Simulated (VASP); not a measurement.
The system is GaP.

```xyz
4
Lattice="4.4550 0.0000 0.0000 -2.2275 3.8581 0.0000 0.0000 0.0000 5.7658" Properties=species:S:1:pos:R:3 pbc="T T T"
Ga    0.0000    2.5721    2.8829
Ga    2.2275    1.2860    2.8829
P     0.0000    0.0000    1.7452
P     0.0000    0.0000    4.0206
```

The cell was generated, and may not be a known phase.

* Program: VASP 6.6.1
* Task: relaxation of cell and atoms
* Functional: PBE
* Potentials or basis: VASP PAW PBE potentials, release 64 (Ga_d, P)
* Cutoff: 600 eV
* k mesh: 12 × 12 × 8
* Occupations: gaussian, width 0.1 eV
* Spin: no spin polarisation

At the start: pressure 0.5 GPa; volume 24.78 Å³/atom.

Question: Where does the relaxation end?

Answer: Over 11 steps the energy falls by 14.8 meV/atom and the volume is 25.57 Å³/atom (+3.2 %); space group P6/mmm (No. 191, to 0.1 Å) before and after.

Step by step:
```
step  energy change (eV)  largest force (eV/Å)  pressure (GPa)  volume (Å³)
   1              0.0000                0.4273            0.49        99.10
   2             -0.0468                0.1234            0.83       100.17
   3             -0.0519                0.3946            0.87       100.80
   4             -0.0538                0.1376            0.87       100.55
   5             -0.0539                0.1827            0.87       100.59
   6             -0.0573                0.0045           -0.33       103.06
   7             -0.0587                0.0677            0.06       102.16
   8             -0.0587                0.0846           -0.03       102.19
   9             -0.0590                0.0111            0.02       102.17
  10             -0.0590                0.0104            0.00       102.21
  11             -0.0590                0.0099           -0.03       102.29
```

Final structure:
```
Ga P
1.0
     4.56029    0.00000    0.00000
    -2.28015    3.94933    0.00000
     0.00000    0.00000    5.67980
Ga P
2 2
Cartesian
  0.0000 2.6329 2.8399
  2.2801 1.3164 2.8399
  0.0000 0.0000 1.7450
  0.0000 0.0000 3.9348
```

Caveat: this functional lacks dispersion, which binds layers or chains, so the pressure and a relaxed spacing across them are unreliable.
